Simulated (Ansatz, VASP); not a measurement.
Rh: VASP beside Ansatz

```
CELL_PARAMETERS angstrom
0.00000 1.86129 2.01075
1.86129 0.00000 2.01075
1.86129 1.86129 0.00000
ATOMIC_POSITIONS crystal
Rh 0.00000 0.00000 0.00000
```

Alike in both runs: task single point; functional LDA; k mesh 22 × 22 × 22; occupations gaussian, width 0.15 eV; no spin polarisation.

|  | VASP | Ansatz |
| --- | --- | --- |
| version | VASP 6.6.1 | Ansatz 0.2.0 |
| potentials or method | VASP PAW LDA potentials, release 64 (Rh_pv), cutoff 520 eV | scalar-relativistic, plane waves, PAW |
| valence electrons in the cell | 15 | 17 |

```tsv
	VASP	Ansatz	Ansatz less VASP
gap on the k mesh at the Fermi level (eV)	none	none	-
pressure (GPa)	-12.6	-13.4	-0.82
traceless stress, the component that is largest in VASP (GPa)	-12.48	-12.51	-0.032
```

Ansatz warns that its potentials were made for another functional, while VASP's fit it. LDA's correlation is that of Perdew and Zunger in VASP and of Perdew and Wang (1992) in Ansatz. A gap of «none» marks a metal or a gap that the smearing closes. VASP's potentials hold 15 valence electrons a cell and Ansatz's 17, so a difference there can come from the potentials and not from the codes.
